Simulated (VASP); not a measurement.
Set up this calculation in VASP 6.6.1, as the native input.

- Task: single point
- Functional: PBE
- Potentials or basis: VASP PAW PBE potentials, release 64 (C, Sc_sv, Mo_sv, Ta_pv)
- Cutoff: 520 eV
- k mesh: 3 × 3 × 2, shifted
- Occupations: gaussian, width 0.1 eV
- Spin: no spin polarisation
- Dipole correction: no
- Further INCAR settings: LREAL = Auto; ALGO = Normal; EDIFF = 1e-06; NBANDS = 97; ISYM = 0

The structure of Sc2TaMo2C5 lies in POSCAR:

```
Sc2TaMo2C5
1.0
    2.2247711624      2.2318145106      4.4905666838
   -2.2315096286     -2.2363863685      4.4962218458
    6.7354915514     -4.5220988249      2.2439292117
C Sc Mo Ta
10 4 4 2
Direct
    0.9553811440      0.7557645076      0.5814880051
    0.8406444834      0.2574042788      0.8152240417
    0.3453931569      0.7461247694      0.8153963198
    0.7472150783      0.7466460203      0.0084555247
    0.1539391415      0.7488819458      0.2026363339
    0.0481523693      0.2518788416      0.3928267790
    0.5556327894      0.7509017945      0.3913897295
    0.4654920116      0.2445224286      0.5852396350
    0.2432617485      0.2513647716      0.0099492482
    0.6487206796      0.2482792302      0.2003945477
    0.2003598734      0.0010297053      0.6000655489
    0.1052441042      0.4982826873      0.7992739631
    0.6020795429      0.9966246397      0.8033942043
    0.7004326960      0.5037742299      0.5977644112
    0.2964535006      0.5170208647      0.3821863622
    0.7857681851      1.0140301839      0.4169155401
    0.5224141448      0.4904336470      0.9918406205
    0.8716605733      0.4846081644      0.2005732717
    0.0085204039      0.9877971763      1.0085302611
    0.4070816326      0.0156338810      0.2015037721
```

The input as run:

INCAR

```
ALGO = Normal
EDIFF = 1E-6
ENCUT = 520
GGA = PE
ISIF = 2
ISMEAR = 0
ISYM = 0
LASPH = T
LCHARG = F
LREAL = Auto
LWAVE = F
NBANDS = 97
NELM = 80
PREC = Accurate
SIGMA = 0.1
```

KPOINTS

```
Automatic mesh
0
Gamma
  3 3 2
  0 0 0.5
```

Potentials or basis: VASP PAW PBE potentials, release 64 (C, Sc_sv, Mo_sv, Ta_pv).

Launch:

```console
$ cat potpaw_PBE.64/C/POTCAR potpaw_PBE.64/Sc_sv/POTCAR potpaw_PBE.64/Mo_sv/POTCAR potpaw_PBE.64/Ta_pv/POTCAR > POTCAR
$ mpirun -np 1 vasp_std > vasp.out
```

It gave:

```yaml
Pressure: 0.6 GPa
Largest_force: 0.035 eV/Å
Band_gap_on_the_k_mesh: zero (bands 81 and 82 overlap by 0.47 eV)
```

Caveat: the k points lie up to 0.43 Å⁻¹ apart; spin-orbit coupling is left out, which moves the levels of the heavy elements.

Wall time 15 min on 1 thread of Intel Xeon 8259CL, on a shared host, peak memory 0.4 GiB.
